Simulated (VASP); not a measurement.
Set up this calculation in VASP 6.6.1, as the native input.

```
Task                   : single point
Functional             : PBEsol
Potentials or basis    : VASP PAW PBE potentials, release 64 (Ti_sv, O)
Cutoff                 : 520 eV
k mesh                 : 9 × 9 × 9
Occupations            : fermi-dirac, width 0.05 eV
Spin                   : no spin polarisation
Dipole correction      : no
Further INCAR settings : ALGO = Normal; EDIFF = 1e-07; NBANDS = 33
```

The structure of TiO2 lies in POSCAR:

```
TiO2
1.0
   -1.8852240000      1.8852020000      4.7741940000
    1.8852020000     -1.8852240000      4.7741940000
    1.8852260000      1.8852260000     -4.7742030000
Ti O
2 4
Direct
    0.0000000000      0.0000000000      0.0000000000
    0.7500010000      0.2500000000      0.5000010000
    0.2075730000      0.2075730000      0.0000000000
    0.9575700000      0.4575730000      0.4999980000
    0.5424270000      0.0424280000      0.4999990000
    0.7924280000      0.7924280000      0.0000000000
```

One way to write it, as run:

INCAR

```
SYSTEM = TiO2
PREC = Accurate
ENCUT = 520
EDIFF = 1E-7
ISMEAR = -1
SIGMA = 0.05
LREAL = .FALSE.
LASPH = .TRUE.
NELM = 80
ALGO = Normal
ISIF = 2
LWAVE = .FALSE.
LCHARG = .TRUE.
GGA = PS
LELF = .TRUE.
LVHAR = .TRUE.
NBANDS = 33
```

KPOINTS

```
regular mesh
0
G
  9 9 9
  0 0 0
```

Potentials or basis: VASP PAW PBE potentials, release 64 (Ti_sv, O).

The run is started by

```sh
$ cat potpaw_PBE.64/Ti_sv/POTCAR potpaw_PBE.64/O/POTCAR > POTCAR
$ mpirun -np 1 vasp_std > vasp.out
```

Results of the run:

- Pressure: 0.7 GPa
- Largest force: 0.020 eV/Å
- Band gap on the k mesh: 2.08 eV (least direct gap 2.43 eV)

Caveat: the PAW data sets were made with another functional, which shifts forces and pressure a little.

Wall time 5.6 min on 1 thread of Intel(R) Xeon(R) Platinum 8488C (Sapphire Rapids) (shared host), peak memory 0.33 GiB.
